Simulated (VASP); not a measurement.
Write the native input for VASP 6.6.1 that does the following.

```yaml
Task: relaxation of cell and atoms
Functional: r2SCAN
Potentials_or_basis: VASP PAW PBE potentials, release 64 (Pd)
Cutoff: 600 eV
k_mesh: 5 × 5 × 5
Occupations: methfessel-paxton, width 0.1 eV
Spin: no spin polarisation
Dipole_correction: no
Further_INCAR_settings: ALGO = Normal; EDIFF = 1e-06; IBRION = 2; EDIFFG = -0.01; NSW = 60; ISIF = 3
```

The system is Pd.

```xyz
4
Lattice="3.8900 0.0000 0.0000 0.0000 3.8900 0.0000 0.0000 0.0000 3.8900" Properties=species:S:1:pos:R:3 pbc="T T T"
Pd    0.0000    0.0000    0.0000
Pd    0.0000    1.9450    1.9450
Pd    1.9450    0.0000    1.9450
Pd    1.9450    1.9450    0.0000
```

The input as run:

POSCAR

```
Pd
1.0
    3.8900000000      0.0000000000      0.0000000000
    0.0000000000      3.8900000000      0.0000000000
    0.0000000000      0.0000000000      3.8900000000
Pd
4
Direct
    0.0000000000      0.0000000000      0.0000000000
    0.0000000000      0.5000000000      0.5000000000
    0.5000000000      0.0000000000      0.5000000000
    0.5000000000      0.5000000000      0.0000000000
```

INCAR.step1

```
SYSTEM = Pd
PREC = Accurate
ENCUT = 600
ISMEAR = 1
SIGMA = 0.1
LREAL = .FALSE.
LASPH = .TRUE.
NELM = 80
GGA = PE
ALGO = Normal
EDIFF = 1E-4
LWAVE = .TRUE.
LCHARG = .FALSE.
```

INCAR.step2

```
SYSTEM = Pd
PREC = Accurate
ENCUT = 600
EDIFF = 1E-6
ISMEAR = 1
SIGMA = 0.1
LREAL = .FALSE.
LASPH = .TRUE.
NELM = 80
ALGO = Normal
ISIF = 3
LWAVE = .FALSE.
LCHARG = .FALSE.
METAGGA = R2SCAN
LMIXTAU = .TRUE.
IBRION = 2
NSW = 60
EDIFFG = -0.01
ISTART = 1
```

KPOINTS

```
Automatic mesh
0
G
  5 5 5
  0 0 0
```

Potentials or basis: VASP PAW PBE potentials, release 64 (Pd).

Command:

```bash
$ cat potpaw_PBE.64/Pd/POTCAR > POTCAR
$ cp INCAR.step1 INCAR
$ mpirun -np 1 vasp_std > vasp.out
$ cp INCAR.step2 INCAR
$ mpirun -np 1 vasp_std > vasp.out
```

It gave:

```json
{"Relaxed volume": "14.94 Å³/atom", "Relaxed cell": "a = 3.910 Å, b = 3.910 Å, c = 3.910 Å, α = 90.00°, β = 90.00°, γ = 90.00°", "Space group after relaxing (to 0.05 Å)": "Fm-3m (No. 225)", "Energy gained by relaxing": "1.9 meV/atom", "Ionic steps": "5", "Pressure after relaxing": "0.0 GPa", "Band gap on the k mesh": "zero (band 20 reaches 9.68 eV, above the bottom of band 21 at 9.25 eV)"}
```

Caveat: the PAW data sets were made with another functional, which shifts forces and pressure a little.

Wall time 2.3 min on 1 thread of Intel(R) Xeon(R) Platinum 8559C (Emerald Rapids) (shared host), peak memory 0.19 GiB.
